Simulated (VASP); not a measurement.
# Sb in VASP: notebook, part 2 of 2

VASP 6.6.1. The steps go on from the part before.

### 4 Single point, r2SCAN

POSCAR

```
Sb
1.0
    3.3545324186      0.0000000000      0.0000000000
   -1.6772662093      2.9051102923      0.0000000000
    0.0000000000      0.0000000000      5.4701606500
Sb
2
Direct
    0.6666666667      0.3333333333      0.7500000000
    0.3333333333      0.6666666667      0.2500000000
```

INCAR.step1

```
SYSTEM = Sb
ALGO = Normal
EDIFF = 1E-4
ENCUT = 520
GGA = PE
ISMEAR = -1
LASPH = .TRUE.
LCHARG = .FALSE.
LREAL = .FALSE.
LWAVE = .TRUE.
NBANDS = 12
NELM = 60
PREC = Accurate
SIGMA = 0.05
```

INCAR.step2

```
SYSTEM = Sb
ALGO = Normal
EDIFF = 1E-7
ENCUT = 520
ISIF = 2
ISMEAR = -1
ISTART = 1
LASPH = .TRUE.
LCHARG = .FALSE.
LMIXTAU = .TRUE.
LREAL = .FALSE.
LWAVE = .FALSE.
METAGGA = R2SCAN
NBANDS = 12
NELM = 60
PREC = Accurate
SIGMA = 0.05
```

KPOINTS

```
k-points
0
G
  13 13 7
  0 0 0
```

Potentials or basis: VASP PAW PBE potentials, release 64 (Sb).

Started as:

```bash
> cat potpaw_PBE.64/Sb/POTCAR > POTCAR
> cp INCAR.step1 INCAR
> mpirun -np 1 vasp_std > vasp.out
> cp INCAR.step2 INCAR
> mpirun -np 1 vasp_std > vasp.out
```

OUTCAR:

```text
SYSTEM = Sb
   EDIFF = 1E-7
   ENCUT = 520
   ISIF = 2
   ISMEAR = -1
   ISTART = 1
   LASPH = .TRUE.
   LREAL = .FALSE.
   METAGGA = R2SCAN
   NELM = 60
   PREC = Accurate

 ion  position               nearest neighbor table
   1  0.667  0.333  0.750-   2 3.35   2 3.35   2 3.35   2 3.35   2 3.35   2 3.35
   2  0.333  0.667  0.250-   1 3.35   1 3.35   1 3.35   1 3.35   1 3.35   1 3.35

  LATTYP: Found a hexagonal cell.
 ALAT       =     3.3545324186
 C/A-ratio  =     1.6306775334

  Lattice vectors:

 A1 = (   3.3545324186,   0.0000000000,   0.0000000000)
 A2 = (  -1.6772662093,   2.9051102923,   0.0000000000)
 A3 = (   0.0000000000,   0.0000000000,   5.4701606500)

Analysis of symmetry for initial positions (statically):
=====================================================================
 Subroutine PRICEL returns:
 Original cell was already a primitive cell.

 Routine SETGRP: Setting up the symmetry group for a
 hexagonal supercell.

 Subroutine GETGRP returns: Found 24 space group operations
 (whereof 12 operations were pure point group operations)
 out of a pool of 24 trial point group operations.

The static configuration has the point symmetry D_3d.
 The point group associated with its full space group is D_6h.

Analysis of symmetry for dynamics (positions and initial velocities):
=====================================================================
 Subroutine PRICEL returns:
 Original cell was already a primitive cell.

 Routine SETGRP: Setting up the symmetry group for a
 hexagonal supercell.

 Subroutine GETGRP returns: Found 24 space group operations
 (whereof 12 operations were pure point group operations)
 out of a pool of 24 trial point group operations.

The dynamic configuration has the point symmetry D_3d.
 The point group associated with its full space group is D_6h.

 Subroutine INISYM returns: Found 24 space group operations
 (whereof 12 operations are pure point group operations),
 and found     1 'primitive' translations

----------------------------------------------------------------------------------------

[... 123 lines left out ...]
 non-spin polarized calculation
  energy-cutoff  :      520.00
  volume of cell :       53.31
 maximum number of plane-waves:      1460
 NGX is ok and might be reduce to    28

 number of electron      10.0000000 magnetization

 Free energy of the ion-electron system (eV)
  ---------------------------------------------------
  ext. energy  EPLUGINS =         0.00000000
  ---------------------------------------------------
  free energy    TOTEN  =       -50.54743453 eV

  energy without entropy =      -50.53485418  energy(sigma->0) =      -50.54114436

 E-fermi :   8.6352     XC(G=0): -10.8742

 val. band max:        8.6310990584   @ k =   0.3077   0.0000   0.4286
 cond. band min:       8.6851311872   @ k =   0.3846   0.1538   0.2857
 fundamental gap:      0.0540321288
 Fermi energy:         8.6352472346

 k-point     1 :       0.0000    0.0000    0.0000
  band No.  band energies     occupation
      1      -5.0620      2.00000
      2      -0.9633      2.00000
      3       2.3825      2.00000
      4      12.3836      0.00000
      5      12.3836      0.00000
      6      14.1616      0.00000
      7      14.1616      0.00000
      8      14.4246      0.00000
      9      16.9175      0.00000
     10      18.0929      0.00000
     11      19.0822      0.00000
     12      19.0822      0.00000
[... 331 lines left out ...]
 k-point    24 :       0.1538    0.0000    0.1429
  band No.  band energies     occupation
      1      -4.5092      2.00000
      2      -1.0839      2.00000
      3       3.5623      2.00000
      4       9.3296      0.00000
      5      11.2421      0.00000
      6      11.8407      0.00000
      7      13.2120      0.00000
      8      13.8759      0.00000
      9      16.0176      0.00000
     10      18.0040      0.00000
     11      18.4609      0.00000
     12      19.4730      0.00000

 [... further k-points ...]

------------------------ aborting loop because EDIFF is reached ----------------------------------------

  FORCE on cell =-STRESS in cart. coord.  units (eV):
  Direction    XX          YY          ZZ          XY          YZ          ZX
  --------------------------------------------------------------------------------------
  -------------------------------------------------------------------------------------
  Total        0.4527952      0.4527952     -0.1097445      0.0000000      0.0000000      0.0000000
  in kB       13.6087326     13.6087326     -3.2983640      0.0000000      0.0000000      0.0000000
  external PRESSURE =       7.9730338 kB  Pullay stress =       0.0000000 kB

 VOLUME and BASIS-vectors are now :
 -----------------------------------------------------------------------------
  energy-cutoff  :      520.00
  volume of cell :       53.31
      direct lattice vectors                 reciprocal lattice vectors
     3.354532419  0.000000000  0.000000000     0.298104139  0.172110505  0.000000000
    -1.677266209  2.905110292  0.000000000     0.000000000  0.344221010  0.000000000
     0.000000000  0.000000000  5.470160650     0.000000000  0.000000000  0.182809987

 POSITION                                       TOTAL-FORCE (eV/Angst)
 -----------------------------------------------------------------------------------
      1.67727      0.96837      4.10262         0.000000      0.000000      0.000000
     -0.00000      1.93674      1.36754        -0.000000     -0.000000      0.000000
 -----------------------------------------------------------------------------------
    total drift:                                0.000000     -0.000000      0.000000

  FREE ENERGIE OF THE ION-ELECTRON SYSTEM (eV)
  ---------------------------------------------------
  free  energy   TOTEN  =       -50.5474345338 eV

  energy  without entropy=      -50.5348541808  energy(sigma->0) =      -50.54114436
```

It took 2.1 min on 1 thread of Intel Xeon 6975P-C (Granite Rapids), shared host; peak memory 0.2 GiB.

What came out:

```
Free energy            : -50.5474 eV
Pressure               : 0.8 GPa
Band gap on the k mesh : zero (band 5 reaches 13.06 eV, above the bottom of band 6 at 5.73 eV)
```

Caveat: the PAW data sets were made with another functional, which shifts forces and pressure a little; spin-orbit coupling is left out, which moves the levels of the heavy elements.

### 5 Single point, r2SCAN

POSCAR is that of step 4.

INCAR.step1

```
SYSTEM = Sb
  PREC = Accurate
  ENCUT = 520
  ISMEAR = -1
  SIGMA = 0.05
  LREAL = .FALSE.
  LASPH = .TRUE.
  NELM = 80
  NBANDS = 12
  GGA = PE
  ALGO = Normal
  EDIFF = 1E-4
  LWAVE = .TRUE.
  LCHARG = .FALSE.
```

INCAR.step2

```
SYSTEM = Sb
  PREC = Accurate
  ENCUT = 520
  EDIFF = 1E-7
  ISMEAR = -1
  SIGMA = 0.05
  LREAL = .FALSE.
  LASPH = .TRUE.
  NELM = 80
  ALGO = Normal
  ISIF = 2
  LWAVE = .FALSE.
  LCHARG = .FALSE.
  METAGGA = R2SCAN
  LMIXTAU = .TRUE.
  NBANDS = 12
  ISTART = 1
```

KPOINTS

```
regular mesh
0
G
  15 15 8
  0 0 0
```

Started as:

```bash
> cat potpaw_PBE.64/Sb/POTCAR > POTCAR
> cp INCAR.step1 INCAR
> mpirun -np 1 vasp_std > vasp.out
> cp INCAR.step2 INCAR
> mpirun -np 1 vasp_std > vasp.out
```

It took 2.9 min on 1 thread of Intel Xeon 6975P-C (Granite Rapids), shared host; peak memory 0.22 GiB.

It converged, with:

- Free energy: -50.5665 eV
- Pressure: 1.0 GPa
- Band gap on the k mesh: zero (band 5 reaches 13.26 eV, above the bottom of band 6 at 5.14 eV)

Stress tensor (GPa, compression positive):
```
0.63 0.00 0.00
0.00 0.63 0.00
0.00 0.00 1.66
```

Levels at points of the mesh, in eV from the Fermi level:
```csv
k point,band 2,band 3,band 4,band 5,band 6,band 7,band 8,band 9
"(0.00, 0.00, 0.00)",-9.60,-6.25,3.75,3.75,5.52,5.52,5.79,8.28
"(0.00, 0.00, 0.50)",-12.38,-0.84,-0.84,4.63,4.63,4.63,4.63,9.25
```

Caveat: the PAW data sets were made with another functional, which shifts forces and pressure a little; spin-orbit coupling is left out, which moves the levels of the heavy elements.

### 6 Summary

```tsv
level	potentials or basis	k mesh	smearing	gap on the mesh (eV)	pressure (GPa)
LDA	VASP PAW LDA potentials, release 64 (Sb)	7 × 7 × 4	methfessel-paxton 0.1 eV	none	-2.4
r2SCAN	VASP PAW PBE potentials, release 64 (Sb)	13 × 13 × 7	fermi-dirac 0.05 eV	none	0.8
r2SCAN	VASP PAW PBE potentials, release 64 (Sb)	15 × 15 × 8	fermi-dirac 0.05 eV	none	1.0
```

Some of these runs hold the atoms at other places in the same cell, which the table doesn't show; runs alike in all that it shows share one row.

Alike in all rows: task single point; no spin polarisation; cell as given; cutoff (eV) 520.

Caveats: spin-orbit coupling is left out, which moves the levels of the heavy elements; the PAW data sets were made with another functional, which shifts forces and pressure a little (some runs).

Absolute energies hang on the potentials; compare differences alone.
